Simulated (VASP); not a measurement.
# LiF (Fm-3m) in VASP: further runs

The runs below take LiF through single point, with PBE.

All numbers are computed with VASP 6.6.1; they aren't measurements. Logs are shortened: lines on timing, memory, paths and dates and some standing lists are left out, and cuts for length are marked.

## 1. The cell of the first run

Symmetry: Fm-3m, No. 225, cubic system. The conventional cell has a = 3.950 Å, b = 3.950 Å, c = 3.950 Å, α = 90.00°, β = 90.00°, γ = 90.00°. Li (site symmetry m-3m) has 6 F at 1.97 Å within 2.6 Å. Within 2.6 Å of F (site symmetry m-3m) lie 6 Li at 1.97 Å.

## 2. Single point, PBE (strain -1.0%)

INCAR

```
SYSTEM = LiF
PREC = Accurate
ENCUT = 520
EDIFF = 1E-6
ISMEAR = -1
SIGMA = 0.02
LREAL = .FALSE.
LASPH = .TRUE.
NELM = 60
ALGO = Normal
ISIF = 2
LWAVE = .FALSE.
LCHARG = .TRUE.
GGA = PE
LELF = .TRUE.
LVHAR = .TRUE.
NBANDS = 12
```

KPOINTS

```
Automatic mesh
0
G
  10 10 10
  0 0 0
```

POSCAR

```
LiF
1.0
    0.0000000000      1.9749230202      1.9749230202
    1.9749230202      0.0000000000      1.9749230202
    1.9749230202      1.9749230202      0.0000000000
Li F
1 1
Direct
    0.0000000000      0.0000000000      0.0000000000
    0.5000000000      0.5000000000      0.5000000000
```

Potentials or basis: VASP PAW PBE potentials, release 64 (Li_sv, F).

Command:

```bash
$ cat potpaw_PBE.64/Li_sv/POTCAR potpaw_PBE.64/F/POTCAR > POTCAR
$ mpirun -np 1 vasp_std > vasp.out
```

OUTCAR:

```text
SYSTEM = LiF
   PREC = Accurate
   ENCUT = 520
   EDIFF = 1E-6
   ISMEAR = -1
   LREAL = .FALSE.
   LASPH = .TRUE.
   NELM = 60
   ISIF = 2
   GGA = PE

 ion  position               nearest neighbor table
   1  0.000  0.000  0.000-   2 1.97   2 1.97   2 1.97   2 1.97   2 1.97   2 1.97
   2  0.500  0.500  0.500-   1 1.97   1 1.97   1 1.97   1 1.97   1 1.97   1 1.97

  LATTYP: Found a face centered cubic cell.
 ALAT       =     3.9498460404

  Lattice vectors:

 A1 = (   0.0000000000,   1.9749230202,   1.9749230202)
 A2 = (   1.9749230202,   0.0000000000,   1.9749230202)
 A3 = (   1.9749230202,   1.9749230202,   0.0000000000)

Analysis of symmetry for initial positions (statically):
=====================================================================
 Subroutine PRICEL returns:
 Original cell was already a primitive cell.

 Routine SETGRP: Setting up the symmetry group for a
 face centered cubic supercell.

 Subroutine GETGRP returns: Found 48 space group operations
 (whereof 48 operations were pure point group operations)
 out of a pool of 48 trial point group operations.

The static configuration has the point symmetry O_h .

Analysis of symmetry for dynamics (positions and initial velocities):
=====================================================================
 Subroutine PRICEL returns:
 Original cell was already a primitive cell.

 Routine SETGRP: Setting up the symmetry group for a
 face centered cubic supercell.

 Subroutine GETGRP returns: Found 48 space group operations
 (whereof 48 operations were pure point group operations)
 out of a pool of 48 trial point group operations.

The dynamic configuration has the point symmetry O_h .

 Subroutine INISYM returns: Found 48 space group operations
 (whereof 48 operations are pure point group operations),
 and found     1 'primitive' translations

----------------------------------------------------------------------------------------

                                     Primitive cell

  volume of cell :      15.4057

  direct lattice vectors                    reciprocal lattice vectors
     0.000000000  1.974923020  1.974923020    -0.253174425  0.253174425  0.253174425
     1.974923020  0.000000000  1.974923020     0.253174425 -0.253174425  0.253174425
     1.974923020  1.974923020  0.000000000     0.253174425  0.253174425 -0.253174425

  length of vectors
     2.792962920  2.792962920  2.792962920     0.438510967  0.438510967  0.438510967

  position of ions in fractional coordinates (direct lattice)
[... 82 lines left out ...]
   NSW    =      0    number of steps for IOM
   IBRION =     -1    ionic relax: 0-MD 1-quasi-New 2-CG
   NFREE  =      0    steps in history (QN), initial steepest desc. (CG)
   ISIF   =      2    stress and relaxation
   ISYM   =      2    0-nonsym 1-usesym 2-fastsym
   POTIM  = 0.5000    time-step for ionic-motion
   TEBEG  =    0.0;   TEEND  =   0.0 temperature during run
   PSTRESS=    0.0 pullay stress
   NELECT =      10.0000    total number of electrons
   NUPDOWN=      -1.0000    fix difference up-down
   EMIN   =  10.00;   EMAX   =-10.00  energy-range for DOS
   EFERMI =   0.00;   METHOD = LEGACY
   ISMEAR =    -1;   SIGMA  =   0.02  broadening in eV -4-tet -1-fermi 0-gaus
   EFERMI_NEDOS =   21; number of points for ismear=-14 and -15
   IALGO  =     38    algorithm
   IMIX   =      4    mixing-type and parameters
     AMIX     =   0.40;   BMIX     =  1.00
     AMIX_MAG =   1.60;   BMIX_MAG =  1.00
  volume/ion in A,a.u.               =       7.70        51.98
  Fermi-wavevector in a.u.,A,eV,Ry     =   1.417473  2.678635 27.337213  2.009228
  Thomas-Fermi vector in A             =   2.538699
   LORBIT       =      0    0 simple, 1 ext, 2 COOP (PROOUT), +10 PAW based schemes
   GGA     = PE    functional components
   LHFCALC =     F    Hartree Fock is set to
   AEXX    =    0.0000 exact exchange contribution
   IVDW    =     0    specifies the selected vdW correction
   LEPSILON=     F    determine dielectric tensor
   LRPA    =     F    only Hartree local field effects (RPA)
 non-spin polarized calculation
  energy-cutoff  :      520.00
  volume of cell :       15.41
 maximum number of plane-waves:       424
 NGX is ok and might be reduce to    24
   NGX = 11   NGY = 11   NGZ = 11

 number of electron      10.0000002 magnetization

 Free energy of the ion-electron system (eV)
  ---------------------------------------------------
  ext. energy  EPLUGINS =         0.00000000
  ---------------------------------------------------
  free energy    TOTEN  =        -9.61079469 eV

  energy without entropy =       -9.61079469  energy(sigma->0) =       -9.61079469

 E-fermi :  -0.1631     XC(G=0): -10.2723

 val. band max:       -0.6484518758   @ k =   0.0000   0.0000   0.0000
 cond. band min:       8.9840222719   @ k =   0.0000   0.0000   0.0000
 fundamental gap:      9.6324741477
 Fermi energy:        -0.1630773877

 k-point     1 :       0.0000    0.0000    0.0000
  band No.  band energies     occupation
      1     -41.4473      2.00000
      2     -20.7902      2.00000
      3      -0.6485      2.00000
      4      -0.6485      2.00000
      5      -0.6485      2.00000
      6       8.9840      0.00000
      7      24.1055      0.00000
      8      24.1055      0.00000
      9      24.1055      0.00000
     10      24.2598      0.00000
     11      24.2598      0.00000
     12      24.2598      0.00000
[... 331 lines left out ...]
 k-point    24 :       0.4000    0.3000    0.0000
  band No.  band energies     occupation
      1     -41.3704      2.00000
      2     -20.1990      2.00000
      3      -3.1516      2.00000
      4      -1.5999      2.00000
      5      -1.4784      2.00000
      6      12.9960      0.00000
      7      16.5066      0.00000
      8      18.5288      0.00000
      9      20.1749      0.00000
     10      21.2478      0.00000
     11      34.6422      0.00000
     12      35.3230      0.00000

 [... further k-points ...]
[... 5 lines left out ...]
  --------------------------------------------------------------------------------------
  -------------------------------------------------------------------------------------
  Total        0.6422724      0.6422724      0.6422724      0.0000000      0.0000000     -0.0000000
  in kB       66.7958241     66.7958241     66.7958241      0.0000000      0.0000000     -0.0000000
  external PRESSURE =      66.7958241 kB  Pullay stress =       0.0000000 kB

 VOLUME and BASIS-vectors are now :
 -----------------------------------------------------------------------------
  energy-cutoff  :      520.00
  volume of cell :       15.41
      direct lattice vectors                 reciprocal lattice vectors
     0.000000000  1.974923020  1.974923020    -0.253174425  0.253174425  0.253174425
     1.974923020  0.000000000  1.974923020     0.253174425 -0.253174425  0.253174425
     1.974923020  1.974923020  0.000000000     0.253174425  0.253174425 -0.253174425

 POSITION                                       TOTAL-FORCE (eV/Angst)
 -----------------------------------------------------------------------------------
      0.00000      0.00000      0.00000        -0.000000      0.000000      0.000000
      1.97492      1.97492      1.97492         0.000000      0.000000     -0.000000
 -----------------------------------------------------------------------------------
    total drift:                               -0.000000     -0.000000      0.000000

  FREE ENERGIE OF THE ION-ELECTRON SYSTEM (eV)
  ---------------------------------------------------
  free  energy   TOTEN  =        -9.6107946942 eV

  energy  without entropy=       -9.6107946942  energy(sigma->0) =       -9.61079469
```

OSZICAR:

```text
N       E                     dE             d eps       ncg     rms          rms(c)
DAV:   1     0.324654246681E+02    0.32465E+02   -0.53391E+03  1176   0.834E+02
DAV:   2    -0.904826927796E+01   -0.41514E+02   -0.40719E+02  1336   0.189E+02
DAV:   3    -0.101120320715E+02   -0.10638E+01   -0.10611E+01  1472   0.267E+01
DAV:   4    -0.101222502735E+02   -0.10218E-01   -0.10217E-01  1284   0.286E+00
DAV:   5    -0.101223610296E+02   -0.11076E-03   -0.11076E-03  1488   0.222E-01    0.455E+00
DAV:   6    -0.959985600039E+01    0.52251E+00   -0.24015E+00  1248   0.980E+00    0.134E+00
DAV:   7    -0.960417036998E+01   -0.43144E-02   -0.20430E-02  1484   0.125E+00    0.850E-01
DAV:   8    -0.961071018059E+01   -0.65398E-02   -0.14100E-02  1396   0.124E+00    0.108E-01
DAV:   9    -0.961072274846E+01   -0.12568E-04   -0.92733E-04  1304   0.276E-01    0.419E-02
DAV:  10    -0.961079208670E+01   -0.69338E-04   -0.11951E-04  1280   0.870E-02    0.152E-02
DAV:  11    -0.961079375156E+01   -0.16649E-05   -0.57506E-06  1416   0.226E-02    0.296E-03
DAV:  12    -0.961079469416E+01   -0.94260E-06   -0.45456E-07  1276   0.579E-03
   1 F= -.96107947E+01 E0= -.96107947E+01  d E =-.591042E-12
```

Wall time 19 s (1 thread of AMD EPYC, shared host); peak memory 0.1 GiB.

Results:

* Free energy: -9.6108 eV
* Band gap on the k mesh: 9.63 eV, direct

Caveat: the cell differs from its parent crystal (strain -1.0%); the cutoff is under 1.25 times the usual one of these potentials, so pressure, stress and relaxed cells hold a basis-set (Pulay) error. A k mesh can miss the band edges.

[end of part 1 of 2]
